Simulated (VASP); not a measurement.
Write the native input for VASP 6.6.1 that does the following.

```yaml
Task: single point
Functional: r2SCAN
Potentials_or_basis: VASP PAW PBE potentials, release 64 (Ce, O)
Cutoff: 520 eV
k_mesh: 9 × 9 × 9
Occupations: fermi-dirac, width 0.05 eV
Spin: collinear spin, ferromagnetic start
Starting_moments: "[1.0, 0.0, 0.0] μB"
Dipole_correction: no
Further_INCAR_settings: ALGO = Normal; EDIFF = 1e-06; NBANDS = 23
```

CeO2:

```
CELL_PARAMETERS angstrom
0.00000 2.72156 2.72156
2.72156 0.00000 2.72156
2.72156 2.72156 0.00000
ATOMIC_POSITIONS crystal
Ce 0.00000 0.00000 0.00000
O 0.75000 0.75000 0.75000
O 0.25000 0.25000 0.25000
```

The input as run:

POSCAR

```
CeO2
1.0
    0.0000000000      2.7215554887      2.7215554887
    2.7215554887      0.0000000000      2.7215554887
    2.7215554887      2.7215554887      0.0000000000
Ce O
1 2
Direct
    0.0000000000      0.0000000000      0.0000000000
    0.7500000000      0.7500000000      0.7500000000
    0.2500000000      0.2500000000      0.2500000000
```

INCAR.step1

```
PREC = Accurate ; ENCUT = 520
ISMEAR = -1 ; SIGMA = 0.05
LREAL = F ; LASPH = T
NELM = 150 ; ISPIN = 2
MAGMOM = 1 0 0 ; LMAXMIX = 6
NBANDS = 23 ; GGA = PE
ALGO = Normal ; EDIFF = 1E-4
LWAVE = T ; LCHARG = F
```

INCAR.step2

```
PREC = Accurate ; ENCUT = 520
EDIFF = 1E-6 ; ISMEAR = -1
SIGMA = 0.05 ; LREAL = F
LASPH = T ; NELM = 150
ALGO = Normal ; ISIF = 2
LWAVE = F ; LCHARG = F
ISPIN = 2 ; MAGMOM = 1 0 0
LORBIT = 11 ; LMAXMIX = 6
METAGGA = R2SCAN ; LMIXTAU = T
NBANDS = 23 ; ISTART = 1
```

KPOINTS

```
regular mesh
0
Gamma
  9 9 9
```

Potentials or basis: VASP PAW PBE potentials, release 64 (Ce, O).

Command:

```sh
$ cat potpaw_PBE.64/Ce/POTCAR potpaw_PBE.64/O/POTCAR > POTCAR
$ cp INCAR.step1 INCAR
$ mpirun -np 1 vasp_std > vasp.out
$ cp INCAR.step2 INCAR
$ mpirun -np 1 vasp_std > vasp.out
```

Results of the run:

```yaml
Pressure: -0.8 GPa
Band_gap_on_the_k_mesh: 2.21 eV (least direct gap 2.28 eV)
Net_moment: 0.00 μB per cell
Valence_electrons_inside_the_program's_atomic_spheres: Ce 9.65; O 5.04
```

Caveat: the magnetic or orbital state may not be the lowest; the moments typed at the start vanished in this run; the PAW data sets were made with another functional, which shifts forces and pressure a little; spin-orbit coupling is left out, which moves the levels of the heavy elements; an odd mesh through Γ misses points on the zone boundary, where band edges can lie.

Run time: 3.9 min on 1 thread of AMD EPYC 9R45 96-Core Processor (Zen 5), on a shared host, peak memory 0.21 GiB.
